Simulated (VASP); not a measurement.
NaH: single point with PBE

Crystal: NaH.

```
Na H
1.0
     0.00000    2.43996    2.43996
     2.43996    0.00000    2.43996
     2.43996    2.43996    0.00000
Na H
1 1
Direct
  0.00000 0.00000 0.00000
  0.50000 0.50000 0.50000
```

This cell differs from its parent crystal: volume scaled by 1.03.

```yaml
Program: VASP 6.6.1
Task: single point
Functional: PBE
Potentials_or_basis: VASP PAW PBE potentials, release 64 (Na_pv, H)
Cutoff: 520 eV
k_mesh: 8 × 8 × 8
Occupations: gaussian, width 0.02 eV
Spin: no spin polarisation
```

```
Pressure               : -0.7 GPa
Band gap on the k mesh : 3.71 eV, indirect (least direct gap 4.55 eV)
```

Levels at points of the mesh, in eV from the valence-band top:
| k point | band 1 | band 2 | band 3 | band 4 | band 5 | band 6 | band 7 | band 8 |
| --- | --- | --- | --- | --- | --- | --- | --- | --- |
| (0.00, 0.00, 0.00) | -22.15 | -22.15 | -22.15 | -3.54 | 10.16 | 15.39 | 15.39 | 15.39 |
| (0.50, 0.00, 0.00) | -22.24 | -22.16 | -22.16 | -0.84 | 3.71 | 10.58 | 13.20 | 13.20 |
| (0.50, 0.50, 0.00) | -22.23 | -22.18 | -22.18 | -0.17 | 4.58 | 9.92 | 10.49 | 10.49 |

It took 6.9 s on 1 thread of Intel Xeon 6975P-C, with other jobs on the host, peak memory 0.15 GiB.

 A k mesh can miss the band edges.
